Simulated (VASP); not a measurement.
Set up this calculation in VASP 6.6.1, as the native input.

| Property | Result |
| --- | --- |
| Task | single point |
| Functional | PBE |
| Dispersion | D3(BJ) |
| Potentials or basis | VASP PAW PBE potentials, release 64 (Pb_d, Se) |
| Cutoff | 520 eV |
| k mesh | 10 × 10 × 10 |
| Occupations | gaussian, width 0.01 eV |
| Spin | no spin polarisation |
| Dipole correction | no |
| Further INCAR settings | ALGO = Normal; EDIFF = 1e-06; NBANDS = 17 |

The structure of PbSe lies in POSCAR:

```
PbSe
1.0
    0.0000000000      3.0671009925      3.0671009925
    3.0671009925      0.0000000000      3.0671009925
    3.0671009925      3.0671009925      0.0000000000
Pb Se
1 1
Direct
    0.0000000000      0.0000000000      0.0000000000
    0.5000000000      0.5000000000      0.5000000000
```

The input as run:

INCAR

```
  PREC = Accurate
  ENCUT = 520
  EDIFF = 1E-6
  ISMEAR = 0
  SIGMA = 0.01
  LREAL = False
  LASPH = True
  NELM = 80
  ALGO = Normal
  ISIF = 2
  LWAVE = False
  LCHARG = False
  GGA = PE
  IVDW = 12
  NBANDS = 17
```

KPOINTS

```
regular mesh
0
Gamma
  10 10 10
```

Potentials or basis: VASP PAW PBE potentials, release 64 (Pb_d, Se).

Launch:

```sh
$ cat potpaw_PBE.64/Pb_d/POTCAR potpaw_PBE.64/Se/POTCAR > POTCAR
$ mpirun -np 1 vasp_std > vasp.out
```

It gave:

```json
{
 "Pressure": "0.0 GPa",
 "Band gap on the k mesh": "0.31 eV, direct",
 "Dispersion energy per atom": "-0.366 eV"
}
```

Caveat: spin-orbit coupling is left out, which moves the levels of the heavy elements.

It took 38 s on 1 thread of Intel(R) Xeon(R) Platinum 8259CL CPU @ 2.50GHz (Skylake/Cascade Lake) (shared host), peak memory 0.21 GiB.
